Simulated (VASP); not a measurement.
# Ta (I4/mmm) in VASP: further runs

The runs below take Ta through electric field gradients, with PBEsol.

Program: VASP 6.6.1. These are calculated values, not measurements. Logs are shortened: lines on timing, memory, paths and dates and some standing lists are left out, and cuts for length are marked.

### 1 The cell of the first run

Symmetry: I4/mmm, No. 139, tetragonal system. The conventional cell has a = 3.303 Å, b = 3.303 Å, c = 3.237 Å, α = 90.00°, β = 90.00°, γ = 90.00°. Within 3.7 Å of Ta (site symmetry 4/mmm) lie 14 Ta at 2.84 to 3.30 Å.

### 2 Electric field gradients, PBEsol (zz strain of -2 %)

INCAR reads:

```
PREC     = Accurate       # precision mode
ENCUT    = 520            # plane-wave cutoff, eV
EDIFF    = 1E-8           # SCF threshold, eV
ISMEAR   = -1             # smearing method
SIGMA    = 0.08           # smearing width, eV
LREAL    = F              # projectors in reciprocal space
LASPH    = T              # aspherical terms in the spheres
NELM     = 100            # most SCF steps
ALGO     = Normal         # electronic algorithm
ISIF     = 2              # what is computed and relaxed
LWAVE    = F              # write WAVECAR
LCHARG   = F              # write CHGCAR
GGA      = PS             # functional
LEFG     = T            
NBANDS   = 12             # bands
```

KPOINTS reads:

```
regular mesh
0
Gamma
  17 17 17
```

POSCAR reads:

```
Ta
1.0
   -1.6512800000      1.6512800000      1.6182544000
    1.6512800000     -1.6512800000      1.6182544000
    1.6512800000      1.6512800000     -1.6182544000
Ta
1
Direct
    0.0000000000      0.0000000000      0.0000000000
```

Potentials or basis: VASP PAW PBE potentials, release 64 (Ta_pv).

On the command line:

```
$ cat potpaw_PBE.64/Ta_pv/POTCAR > POTCAR
$ mpirun -np 1 vasp_std > vasp.out
```

OUTCAR:

```text
PREC = Accurate
   ENCUT = 520
   EDIFF = 1E-8
   ISMEAR = -1
   LREAL = F
   LASPH = T
   NELM = 100
   ISIF = 2
   GGA = PS

 ion  position               nearest neighbor table
   1  0.000  0.000  0.000-

  LATTYP: Found a body centered tetragonal cell.
 ALAT       =     3.3025600000
 C/A-ratio  =     0.9800000000

  Lattice vectors:

 A1 = (  -1.6512800000,   1.6512800000,   1.6182544000)
 A2 = (   1.6512800000,  -1.6512800000,   1.6182544000)
 A3 = (   1.6512800000,   1.6512800000,  -1.6182544000)

Analysis of symmetry for initial positions (statically):
=====================================================================
 Subroutine PRICEL returns:
 Original cell was already a primitive cell.

 Routine SETGRP: Setting up the symmetry group for a
 body centered tetragonal supercell.

 Subroutine GETGRP returns: Found 16 space group operations
 (whereof 16 operations were pure point group operations)
 out of a pool of 16 trial point group operations.

The static configuration has the point symmetry D_4h.

Analysis of symmetry for dynamics (positions and initial velocities):
=====================================================================
 Subroutine PRICEL returns:
 Original cell was already a primitive cell.

 Routine SETGRP: Setting up the symmetry group for a
 body centered tetragonal supercell.

 Subroutine GETGRP returns: Found 16 space group operations
 (whereof 16 operations were pure point group operations)
 out of a pool of 16 trial point group operations.

The dynamic configuration has the point symmetry D_4h.

 Subroutine INISYM returns: Found 16 space group operations
 (whereof 16 operations are pure point group operations),
 and found     1 'primitive' translations

----------------------------------------------------------------------------------------

                                     Primitive cell

  volume of cell :      17.6501

  direct lattice vectors                    reciprocal lattice vectors
    -1.651280000  1.651280000  1.618254400     0.000000000  0.302795407  0.308974905
     1.651280000 -1.651280000  1.618254400     0.302795407  0.000000000  0.308974905
     1.651280000  1.651280000 -1.618254400     0.302795407  0.302795407  0.000000000

  length of vectors
[... 117 lines left out ...]

 number of electron      11.0000001 magnetization

 Free energy of the ion-electron system (eV)
  ---------------------------------------------------
  ext. energy  EPLUGINS =         0.00000000
  ---------------------------------------------------
  free energy    TOTEN  =       -12.56382014 eV

  energy without entropy =      -12.53689057  energy(sigma->0) =      -12.55035536

 E-fermi :   5.4824     XC(G=0): -12.8325

 val. band max:        5.4783593351   @ k =  -0.1176  -0.3529   0.0588
 cond. band min:       5.4843034974   @ k =  -0.1765  -0.3529   0.1765
 fundamental gap:      0.0059441623
 Fermi energy:         5.4824266770

 k-point     1 :       0.0000    0.0000    0.0000
  band No.  band energies     occupation
      1     -27.4603      2.00000
      2     -27.4603      2.00000
      3     -27.4555      2.00000
      4      -2.5217      2.00000
      5       6.0325      0.00206
      6       6.2973      0.00008
      7       6.2973      0.00008
      8       9.3595      0.00000
      9       9.7274      0.00000
     10      20.2172      0.00000
     11      20.5018      0.00000
     12      20.5018      0.00000
[... 331 lines left out ...]
 k-point    24 :      -0.1176    0.0588    0.0000
  band No.  band energies     occupation
      1     -27.5962      2.00000
      2     -27.4875      2.00000
      3     -27.4697      2.00000
      4      -2.0556      2.00000
      5       5.8874      0.01259
      6       6.0846      0.00108
      7       6.7310      0.00000
      8       8.9774      0.00000
      9       9.6816      0.00000
     10      20.2167      0.00000
     11      20.9539      0.00000
     12      21.5096      0.00000

 [... further k-points ...]
[... 5 lines left out ...]
  --------------------------------------------------------------------------------------
  -------------------------------------------------------------------------------------
  Total       -0.0247494     -0.0247494      0.2259910      0.0000000      0.0000000      0.0000000
  in kB       -2.2466053     -2.2466053     20.5141468      0.0000000      0.0000000      0.0000000
  external PRESSURE =       5.3403121 kB  Pullay stress =       0.0000000 kB

 VOLUME and BASIS-vectors are now :
 -----------------------------------------------------------------------------
  energy-cutoff  :      520.00
  volume of cell :       17.65
      direct lattice vectors                 reciprocal lattice vectors
    -1.651280000  1.651280000  1.618254400     0.000000000  0.302795407  0.308974905
     1.651280000 -1.651280000  1.618254400     0.302795407  0.000000000  0.308974905
     1.651280000  1.651280000 -1.618254400     0.302795407  0.302795407  0.000000000

 POSITION                                       TOTAL-FORCE (eV/Angst)
 -----------------------------------------------------------------------------------
      0.00000      0.00000      0.00000         0.000000      0.000000      0.000000
 -----------------------------------------------------------------------------------
    total drift:                                0.000000      0.000000      0.000000

  FREE ENERGIE OF THE ION-ELECTRON SYSTEM (eV)
  ---------------------------------------------------
  free  energy   TOTEN  =       -12.5638201427 eV

  energy  without entropy=      -12.5368905701  energy(sigma->0) =      -12.55035536

 Electric field gradients (V/A^2)
---------------------------------------------------------------------
 ion       V_xx      V_yy      V_zz      V_xy      V_xz      V_yz
---------------------------------------------------------------------
   1       7.077     7.077   -14.155    -0.000    -0.000    -0.000
---------------------------------------------------------------------

 Electric field gradients after diagonalization (V/A^2)
 (convention: |V_zz| > |V_xx| > |V_yy|)
----------------------------------------------------------------------
 ion       V_xx      V_yy      V_zz     asymmetry (V_yy - V_xx)/ V_zz
----------------------------------------------------------------------
   1       7.078     7.077   -14.155       0.000
----------------------------------------------------------------------

           NMR quadrupolar parameters

 Cq : quadrupolar parameter    Cq=e*Q*V_zz/h
 eta: asymmetry parameters     (V_yy - V_xx)/ V_zz
 Q  : nuclear electric quadrupole moment in mb (millibarn)
----------------------------------------------------------------------
 ion       Cq(MHz)       eta       Q (mb)
----------------------------------------------------------------------
   1      -0.034       0.000       1.000
----------------------------------------------------------------------
```

OSZICAR:

```text
N       E                     dE             d eps       ncg     rms          rms(c)
DAV:   1     0.601281015345E+02    0.60128E+02   -0.60985E+03  9768   0.881E+02
DAV:   2    -0.120483100750E+02   -0.72176E+02   -0.70340E+02 10792   0.246E+02
DAV:   3    -0.130571268925E+02   -0.10088E+01   -0.10014E+01 11520   0.273E+01
DAV:   4    -0.130596760827E+02   -0.25492E-02   -0.25490E-02 10840   0.152E+00
DAV:   5    -0.130596840256E+02   -0.79429E-05   -0.79425E-05 11588   0.806E-02    0.143E+01
DAV:   6    -0.126810382823E+02    0.37865E+00   -0.29668E-01 11544   0.577E+00    0.697E+00
DAV:   7    -0.125654669488E+02    0.11557E+00   -0.26475E-01 11288   0.503E+00    0.366E-01
DAV:   8    -0.125638735436E+02    0.15934E-02   -0.70976E-03 10360   0.760E-01    0.133E-01
DAV:   9    -0.125638234346E+02    0.50109E-04   -0.14684E-04 11288   0.129E-01    0.237E-02
DAV:  10    -0.125638203226E+02    0.31120E-05   -0.35763E-06 10800   0.203E-02    0.357E-03
DAV:  11    -0.125638201882E+02    0.13440E-06   -0.13054E-07 10840   0.390E-03    0.342E-04
DAV:  12    -0.125638201388E+02    0.49380E-07   -0.18281E-09  6816   0.476E-04    0.905E-05
DAV:  13    -0.125638201427E+02   -0.38356E-08   -0.31853E-10  5408   0.205E-04
   1 F= -.12563820E+02 E0= -.12550355E+02  d E =-.269296E-01
```

stdout:

```text
POSCAR found type information on POSCAR Ta
 POSCAR found :  1 types and       1 ions
 scaLAPACK will be used
 -----------------------------------------------------------------------------
|                                                                             |
|                                                                             |
|     You enforced a specific xc type in the INCAR file but a different       |
|     I HOPE YOU KNOW WHAT YOU ARE DOING!                                     |
|                                                                             |
 -----------------------------------------------------------------------------

 LDA part: xc-table for (Slater+PW92), standard interpolation
 POSCAR, INCAR and KPOINTS ok, starting setup
 FFT: planning ... GRIDC
 FFT: planning ... GRID_SOFT
 FFT: planning ... GRID
 WAVECAR not read
 entering main loop
ion   1
```

Run time: 43 s. Hardware: 1 thread of Intel Xeon Platinum 8488C (Sapphire Rapids), shared host; peak memory 0.2 GiB.

What came out:

| Item | Value |
| --- | --- |
| Free energy | -12.5638 eV |
| Pressure | 0.5 GPa |

Stress tensor (GPa, compression positive):
```
-0.22  0.00  0.00
 0.00 -0.22  0.00
 0.00  0.00  2.05
```

Electric field gradients, principal values (V/Å²):
```
atom  least  middle  greatest (by size)
1 Ta  7.077   7.078             -14.155
```

Caveat: the cell differs from its parent crystal (zz strain of -2 %); without QUAD_EFG the Cq values of the log hold for a quadrupole moment of 1 mb, not for the nuclei; the PAW data sets were made with another functional, which shifts forces and pressure a little; spin-orbit coupling is left out, which moves the levels of the heavy elements.

### 3 Electric field gradients, PBEsol (zz strain of -2 %)

INCAR reads:

```
SYSTEM = Ta
  PREC = Accurate
  ENCUT = 520
  EDIFF = 1E-8
  ISMEAR = -1
  SIGMA = 0.08
  LREAL = .FALSE.
  LASPH = .TRUE.
  NELM = 80
  ALGO = Normal
  ISIF = 2
  LWAVE = .FALSE.
  LCHARG = .FALSE.
  GGA = PS
  LEFG = .TRUE.
  NBANDS = 12
```

KPOINTS reads:

```
regular mesh
0
G
  17 17 17
  0 0 0
```

POSCAR is that of step 2.

Potentials or basis: VASP PAW PBE potentials, release 64 (Ta_pv).

On the command line:

```
$ cat potpaw_PBE.64/Ta_pv/POTCAR > POTCAR
$ mpirun -np 1 vasp_std > vasp.out
```

OUTCAR:

```text
SYSTEM = Ta
   PREC = Accurate
   ENCUT = 520
   EDIFF = 1E-8
   ISMEAR = -1
   LREAL = .FALSE.
   LASPH = .TRUE.
   NELM = 80
   ISIF = 2
   GGA = PS

 ion  position               nearest neighbor table
   1  0.000  0.000  0.000-

  LATTYP: Found a body centered tetragonal cell.
 ALAT       =     3.3025600000
 C/A-ratio  =     0.9800000000

  Lattice vectors:

 A1 = (  -1.6512800000,   1.6512800000,   1.6182544000)
 A2 = (   1.6512800000,  -1.6512800000,   1.6182544000)
 A3 = (   1.6512800000,   1.6512800000,  -1.6182544000)

Analysis of symmetry for initial positions (statically):
=====================================================================
 Subroutine PRICEL returns:
 Original cell was already a primitive cell.

 Routine SETGRP: Setting up the symmetry group for a
 body centered tetragonal supercell.

 Subroutine GETGRP returns: Found 16 space group operations
 (whereof 16 operations were pure point group operations)
 out of a pool of 16 trial point group operations.

The static configuration has the point symmetry D_4h.

Analysis of symmetry for dynamics (positions and initial velocities):
=====================================================================
 Subroutine PRICEL returns:
 Original cell was already a primitive cell.

 Routine SETGRP: Setting up the symmetry group for a
 body centered tetragonal supercell.

 Subroutine GETGRP returns: Found 16 space group operations
 (whereof 16 operations were pure point group operations)
 out of a pool of 16 trial point group operations.

The dynamic configuration has the point symmetry D_4h.

 Subroutine INISYM returns: Found 16 space group operations
 (whereof 16 operations are pure point group operations),
[... 154 lines left out ...]
      4      -2.5217      2.00000
      5       6.0325      0.00206
      6       6.2973      0.00008
      7       6.2973      0.00008
      8       9.3595      0.00000
      9       9.7274      0.00000
     10      20.2172      0.00000
     11      20.5018      0.00000
     12      20.5018      0.00000
[... 331 lines left out ...]
 k-point    24 :      -0.1176    0.0588    0.0000
  band No.  band energies     occupation
      1     -27.5962      2.00000
      2     -27.4875      2.00000
      3     -27.4697      2.00000
      4      -2.0556      2.00000
      5       5.8874      0.01259
      6       6.0846      0.00108
      7       6.7310      0.00000
      8       8.9774      0.00000
      9       9.6816      0.00000
     10      20.2167      0.00000
     11      20.9539      0.00000
     12      21.5096      0.00000

 [... further k-points ...]
[... 5 lines left out ...]
  --------------------------------------------------------------------------------------
  -------------------------------------------------------------------------------------
  Total       -0.0247494     -0.0247494      0.2259910      0.0000000      0.0000000      0.0000000
  in kB       -2.2466053     -2.2466053     20.5141468      0.0000000      0.0000000      0.0000000
  external PRESSURE =       5.3403121 kB  Pullay stress =       0.0000000 kB

 VOLUME and BASIS-vectors are now :
 -----------------------------------------------------------------------------
  energy-cutoff  :      520.00
  volume of cell :       17.65
      direct lattice vectors                 reciprocal lattice vectors
    -1.651280000  1.651280000  1.618254400     0.000000000  0.302795407  0.308974905
     1.651280000 -1.651280000  1.618254400     0.302795407  0.000000000  0.308974905
     1.651280000  1.651280000 -1.618254400     0.302795407  0.302795407  0.000000000

 POSITION                                       TOTAL-FORCE (eV/Angst)
 -----------------------------------------------------------------------------------
      0.00000      0.00000      0.00000         0.000000      0.000000      0.000000
 -----------------------------------------------------------------------------------
    total drift:                                0.000000      0.000000      0.000000

  FREE ENERGIE OF THE ION-ELECTRON SYSTEM (eV)
  ---------------------------------------------------
  free  energy   TOTEN  =       -12.5638201427 eV

  energy  without entropy=      -12.5368905701  energy(sigma->0) =      -12.55035536

 Electric field gradients (V/A^2)
---------------------------------------------------------------------
 ion       V_xx      V_yy      V_zz      V_xy      V_xz      V_yz
---------------------------------------------------------------------
   1       7.077     7.077   -14.155    -0.000    -0.000    -0.000
---------------------------------------------------------------------

 Electric field gradients after diagonalization (V/A^2)
 (convention: |V_zz| > |V_xx| > |V_yy|)
----------------------------------------------------------------------
 ion       V_xx      V_yy      V_zz     asymmetry (V_yy - V_xx)/ V_zz
----------------------------------------------------------------------
   1       7.078     7.077   -14.155       0.000
----------------------------------------------------------------------

           NMR quadrupolar parameters

 Cq : quadrupolar parameter    Cq=e*Q*V_zz/h
 eta: asymmetry parameters     (V_yy - V_xx)/ V_zz
 Q  : nuclear electric quadrupole moment in mb (millibarn)
----------------------------------------------------------------------
 ion       Cq(MHz)       eta       Q (mb)
----------------------------------------------------------------------
   1      -0.034       0.000       1.000
----------------------------------------------------------------------
```

stdout:

```text
POSCAR found type information on POSCAR Ta
 POSCAR found :  1 types and       1 ions
 scaLAPACK will be used
 -----------------------------------------------------------------------------
|                                                                             |
|                                                                             |
|     You enforced a specific xc type in the INCAR file but a different       |
|     I HOPE YOU KNOW WHAT YOU ARE DOING!                                     |
|                                                                             |
 -----------------------------------------------------------------------------

 LDA part: xc-table for (Slater+PW92), standard interpolation
 POSCAR, INCAR and KPOINTS ok, starting setup
 FFT: planning ... GRIDC
 FFT: planning ... GRID_SOFT
 FFT: planning ... GRID
 WAVECAR not read
 entering main loop
ion   1
```

It took 49 s on 1 thread of Intel Xeon Platinum 8488C (Sapphire Rapids), shared host; peak memory 0.2 GiB.

Results:

* Free energy: -12.5638 eV
* Pressure: 0.5 GPa

Electric field gradients, principal values (V/Å²):
```csv
atom,least,middle,greatest (by size)
1 Ta,7.077,7.078,-14.155
```

Caveat: the cell differs from its parent crystal (zz strain of -2 %); without QUAD_EFG the Cq values of the log hold for a quadrupole moment of 1 mb, not for the nuclei; the PAW data sets were made with another functional, which shifts forces and pressure a little; spin-orbit coupling is left out, which moves the levels of the heavy elements.

[end of part 1 of 2]
